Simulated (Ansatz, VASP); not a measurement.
**C: VASP beside Ansatz**

The input POSCAR:

```
C
1.0
    0.0000000000      1.7801241434      1.7801241434
    1.7801241434      0.0000000000      1.7801241434
    1.7801241434      1.7801241434      0.0000000000
C
2
Direct
    0.0000000000      0.0000000000      0.0000000000
    0.2500000000      0.2500000000      0.2500000000
```

File INCAR.step1:

```
  ALGO = Normal
  EDIFF = 1E-4
  ENCUT = 520
  GGA = PE
  ISMEAR = 0
  LASPH = True
  LCHARG = False
  LREAL = False
  LWAVE = True
  NBANDS = 11
  NELM = 60
  PREC = Accurate
  SIGMA = 0.01
```

INCAR.step2

```
  ALGO = Normal
  EDIFF = 1E-7
  ENCUT = 520
  ISIF = 2
  ISMEAR = 0
  ISTART = 1
  LASPH = True
  LCHARG = False
  LMIXTAU = True
  LREAL = False
  LWAVE = False
  METAGGA = R2SCAN
  NBANDS = 11
  NELM = 60
  PREC = Accurate
  SIGMA = 0.01
```

The input KPOINTS:

```
k-points
0
Gamma
  12 12 12
```

Input for Ansatz:

```yaml
crystal:
  lattice:
    - [0.0, 1.7801241434, 1.7801241434]
    - [1.7801241434, 0.0, 1.7801241434]
    - [1.7801241434, 1.7801241434, 0.0]
  atoms:
    - { symbol: C, position: [0.0, 0.0, 0.0] }
    - { symbol: C, position: [0.25, 0.25, 0.25] }
kpoints:
  mp_grid: { grid: [12, 12, 12] }
  band_path:
    path:
      - [0.0, 0.0, 0.0]
      - [0.5, 0.0, 0.5]
      - [0.625, 0.25, 0.625]
      - [0.375, 0.375, 0.75]
      - [0.5, 0.5, 0.5]
      - [0.5, 0.25, 0.75]
      - [0.35, 0.0, 0.35]
    npoints: 1
hamiltonian:
  xc: r2scan
scf:
  occupations: { method: fixed }
  n_extra_bands: 4
output:
  forces: true
  stress: true
  eigenvalues: true
```

Alike in both runs: task single point; functional r2SCAN; k mesh 12 × 12 × 12; no spin polarisation.

|  | VASP | Ansatz |
| --- | --- | --- |
| version | VASP 6.6.1 | Ansatz 0.2.0 |
| potentials or method | VASP PAW PBE potentials, release 64 (C) | plane waves, PAW |
| plane-wave cutoff (eV) | 520 | 500 |
| occupations | gaussian, width 0.01 eV | fixed |
| valence electrons in the cell | 8 | 8 |

Ansatz gave:

- gap on the k mesh at the Fermi level (eV): 4.39
- pressure (GPa): 0.0

Problem. What did VASP give for the same quantities?

Solution. gap on the k mesh at the Fermi level (eV): 4.36; pressure (GPa): 1.1.

VASP's potentials were made for PBE, not for r2SCAN.
